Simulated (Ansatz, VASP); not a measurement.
Ga2O3 in VASP and in Ansatz

INCAR

```
ALGO     = Normal         # electronic algorithm
EDIFF    = 1E-7           # SCF threshold, eV
EDIFFG   = -0.005         # ionic threshold
ENCUT    = 600            # plane-wave cutoff, eV
GGA      = PE             # functional
IBRION   = 2              # ionic algorithm
ISIF     = 3              # what is computed and relaxed
ISMEAR   = 0              # smearing method
LASPH    = T              # aspherical terms in the spheres
LCHARG   = F              # write CHGCAR
LREAL    = F              # projectors in reciprocal space
LWAVE    = F              # write WAVECAR
NELM     = 60             # most SCF steps
NSW      = 100            # ionic steps
PREC     = Accurate       # precision mode
SIGMA    = 0.02           # smearing width, eV
```

KPOINTS

```
k-points
0
Gamma
  6 6 6
```

POSCAR

```
Ga2O3
1.0
    2.5288071890      1.4600075113      4.5408731688
   -2.5288071890      1.4600075113      4.5408731688
    0.0000000000     -2.9200150226      4.5408731688
Ga O
4 6
Direct
    0.8558438247      0.8558438247      0.8558438247
    0.6441561753      0.6441561753      0.6441561753
    0.1441561753      0.1441561753      0.1441561753
    0.3558438247      0.3558438247      0.3558438247
    0.7500000000      0.4468728987      0.0531271013
    0.4468728987      0.0531271013      0.7500000000
    0.0531271013      0.7500000000      0.4468728987
    0.2500000000      0.5531271013      0.9468728987
    0.9468728987      0.2500000000      0.5531271013
    0.5531271013      0.9468728987      0.2500000000
```

Input for Ansatz:

```yaml
crystal:
  lattice:
    - [2.528807189, 1.4600075113, 4.5408731688]
    - [-2.528807189, 1.4600075113, 4.5408731688]
    - [0.0, -2.9200150226, 4.5408731688]
  atoms:
    - { symbol: Ga, position: [0.8558438247, 0.8558438247, 0.8558438247] }
    - { symbol: Ga, position: [0.6441561753, 0.6441561753, 0.6441561753] }
    - { symbol: Ga, position: [0.1441561753, 0.1441561753, 0.1441561753] }
    - { symbol: Ga, position: [0.3558438247, 0.3558438247, 0.3558438247] }
    - { symbol: O, position: [0.75, 0.4468728987, 0.0531271013] }
    - { symbol: O, position: [0.4468728987, 0.0531271013, 0.75] }
    - { symbol: O, position: [0.0531271013, 0.75, 0.4468728987] }
    - { symbol: O, position: [0.25, 0.5531271013, 0.9468728987] }
    - { symbol: O, position: [0.9468728987, 0.25, 0.5531271013] }
    - { symbol: O, position: [0.5531271013, 0.9468728987, 0.25] }
basis:
  ecutwfc: 420
kpoints:
  mp_grid: { grid: [6, 6, 6] }
hamiltonian:
  xc: pbe
scf:
  occupations: { method: gaussian, width: 0.02 }
output:
  forces: true
  stress: true
  eigenvalues: true
relax:
  adjacent_minimum: "off"
  f_tol: 0.005
  max_steps: 80
  cell: { stress_tol: 0.05 }
```

Alike in both runs: task relaxation of cell and atoms; functional PBE; k mesh 6 × 6 × 6; occupations gaussian, width 0.02 eV; no spin polarisation.

|  | VASP | Ansatz |
| --- | --- | --- |
| version | VASP 6.6.1 | Ansatz 0.2.0 |
| potentials or method | VASP PAW PBE potentials, release 64 (Ga_d, O), cutoff 600 eV | scalar-relativistic, plane waves, PAW |
| valence electrons in the cell | 88 | 88 |

```tsv
	VASP	Ansatz	Ansatz less VASP
gap on the k mesh at the Fermi level, each at its own relaxed structure (eV)	2.36	2.40	+0.042
relaxed volume (Å³/atom)	10.09	10.06	-0.033
relaxed length of the cell vector where the two differ most in proportion (Å)	5.404	5.399	-0.0056
```
